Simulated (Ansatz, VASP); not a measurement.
# One calculation of La, two programs

The input INCAR:

```
SYSTEM = La
PREC     = Accurate       ! precision mode
ENCUT    = 520            ! plane-wave cutoff, eV
EDIFF    = 1E-6           ! SCF threshold, eV
ISMEAR   = 1              ! smearing method
SIGMA    = 0.1            ! smearing width, eV
LREAL    = .FALSE.        ! projectors in reciprocal space
LASPH    = .TRUE.         ! aspherical terms in the spheres
NELM     = 80             ! most SCF steps
ALGO     = Normal         ! electronic algorithm
ISIF     = 2              ! what is computed and relaxed
LWAVE    = .FALSE.        ! write WAVECAR
LCHARG   = .FALSE.        ! write CHGCAR
GGA      = PS             ! functional
NBANDS   = 12             ! bands
```

File KPOINTS:

```
Automatic mesh
0
G
  10 10 10
  0 0 0
```

POSCAR

```
La
1.0
   -2.1238310000      2.1238310000      2.1238310000
    2.1238310000     -2.1238310000      2.1238310000
    2.1238310000      2.1238310000     -2.1238310000
La
1
Direct
    0.0000000000      0.0000000000      0.0000000000
```

Input for Ansatz:

```yaml
crystal:
  lattice:
    - [-2.123831, 2.123831, 2.123831]
    - [2.123831, -2.123831, 2.123831]
    - [2.123831, 2.123831, -2.123831]
  atoms:
    - { symbol: La, position: [0.0, 0.0, 0.0] }
kpoints:
  mp_grid:
    grid: [10, 10, 10]
    shift: [0.0, 0.0, 0.0]
hamiltonian:
  xc: pbesol
  pseudopotentials:
    kind: all_electron
    lapw: {}
scf:
  occupations:
    method: cold
output:
  forces: true
  stress: true
  eigenvalues: true
```

Alike in both runs: task single point; functional PBEsol; k mesh 10 × 10 × 10; no spin polarisation.

|  | VASP | Ansatz |
| --- | --- | --- |
| version | VASP 6.6.1 | Ansatz 0.2.0 |
| potentials or method | VASP PAW PBE potentials, release 64 (La), cutoff 520 eV | all-electron (LAPW or listed datasets) |
| occupations | methfessel-paxton of order 1, width 0.1 eV | cold |

```tsv
	VASP	Ansatz	Ansatz less VASP
gap on the k mesh at the Fermi level (eV)	none	none	-
pressure (GPa)	-2.5	-2.5	-0.02
```

VASP's potentials were made for PBE, not for PBEsol. A gap of «none» marks a metal or a gap that the smearing closes. Ansatz ran all-electron here, and VASP with PAW potentials.

Neither program's run includes spin-orbit coupling.
